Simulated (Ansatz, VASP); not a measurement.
**Two plane-wave programs on GaSb2**

```
CELL_PARAMETERS angstrom
5.37571 0.00000 0.00000
-2.68785 4.65550 0.00000
0.00000 0.00000 3.21448
ATOMIC_POSITIONS crystal
Ga 0.00000 0.00000 0.00000
Sb 0.33333 0.66667 0.50000
Sb 0.66667 0.33333 0.50000
```

Change from the starting cell: species swapped into the TmSi2 type (P6/mmm, No. 191).

Alike in both runs: functional PBE; k mesh 6 × 6 × 6; occupations gaussian, width 0.1 eV; no spin polarisation.

Ansatz relaxed the structure, and its values are those at the end. VASP's run is a single point on that final structure, the one shown.

|  | VASP | Ansatz |
| --- | --- | --- |
| version | VASP 6.6.1 | Ansatz 0.2.0 |
| potentials or method | VASP PAW PBE potentials, release 64 (Ga_d, Sb), cutoff 520 eV | scalar-relativistic, plane waves, PAW |
| valence electrons in the cell | 23 | 43 |

|  | VASP | Ansatz | Ansatz less VASP |
| --- | --- | --- | --- |
| gap on the k mesh at the Fermi level (eV) | none | none | - |
| pressure (GPa) | -0.2 | -0.2 | +0.03 |

A gap of «none» marks a metal or a gap that the smearing closes. The functional is the same, so the differences come from potentials, cutoffs and numerics. VASP's potentials hold 23 valence electrons a cell and Ansatz's 43, so a difference there can come from the potentials and not from the codes.

Spin-orbit coupling is off throughout.
